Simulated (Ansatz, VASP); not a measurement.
## One calculation of Ga3AsP2, two programs

File INCAR:

```
  PREC = Accurate
  ENCUT = 520
  EDIFF = 1E-6
  ISMEAR = 0
  SIGMA = 0.01
  LREAL = F
  LASPH = T
  NELM = 100
  ALGO = Normal
  ISIF = 2
  LWAVE = F
  LCHARG = F
  GGA = PE
  NBANDS = 36
```

Contents of KPOINTS:

```
Automatic mesh
0
Gamma
  6 6 6
```

The input POSCAR:

```
Ga3AsP2
1.0
   -2.0126503580      6.0381305217      2.8466018872
    2.0126503580     -6.0381305217      2.8466018872
    2.0126503580      6.0381305217     -2.8466018872
P Ga As
2 3 1
Direct
    0.3328875926      0.0003382932      0.3325492994
    0.6677889939      0.0003382932      0.6674507006
    0.5727725954      0.7440926432      0.8286799522
    0.9154126911      0.7440926432      0.1713200478
    0.2619507998      0.7619507998      0.5000000000
   -0.0008126727     -0.0008126727      0.0000000000
```

Input for Ansatz:

```yaml
crystal:
  lattice:
    - [-2.012650358, 6.0381305217, 2.8466018872]
    - [2.012650358, -6.0381305217, 2.8466018872]
    - [2.012650358, 6.0381305217, -2.8466018872]
  atoms:
    - { symbol: P, position: [0.3328875926, 0.0003382932, 0.3325492994] }
    - { symbol: Ga, position: [0.5727725954, 0.7440926432, 0.8286799522] }
    - { symbol: P, position: [0.6677889939, 0.0003382932, 0.6674507006] }
    - { symbol: Ga, position: [0.9154126911, 0.7440926432, 0.1713200478] }
    - { symbol: As, position: [-0.0008126727, -0.0008126727, 0.0] }
    - { symbol: Ga, position: [0.2619507998, 0.7619507998, 0.5] }
kpoints:
  mp_grid: { grid: [6, 6, 6] }
hamiltonian:
  xc: pbe
scf:
  occupations: { method: fixed }
  n_extra_bands: 5
output:
  forces: true
  stress: true
  eigenvalues: true
```

Alike in both runs: task single point; functional PBE; k mesh 6 × 6 × 6; no spin polarisation.

```csv
,VASP,Ansatz
version,VASP 6.6.1,Ansatz 0.2.0
potentials or method,"VASP PAW PBE potentials, release 64 (P, Ga_d, As)","plane waves, PAW"
plane-wave cutoff (eV),520,420
occupations,"gaussian, width 0.01 eV",fixed
valence electrons in the cell,54,64
```

```csv
,VASP,Ansatz,Ansatz less VASP
gap on the k mesh at the Fermi level (eV),0.59,0.60,+0.003
pressure (GPa),-3.5,-3.6,-0.08
rms of the force components (eV/Å),0.010,0.010,+0.0004
```

VASP's potentials hold 54 valence electrons a cell and Ansatz's 64, so a difference there can come from the potentials and not from the codes.
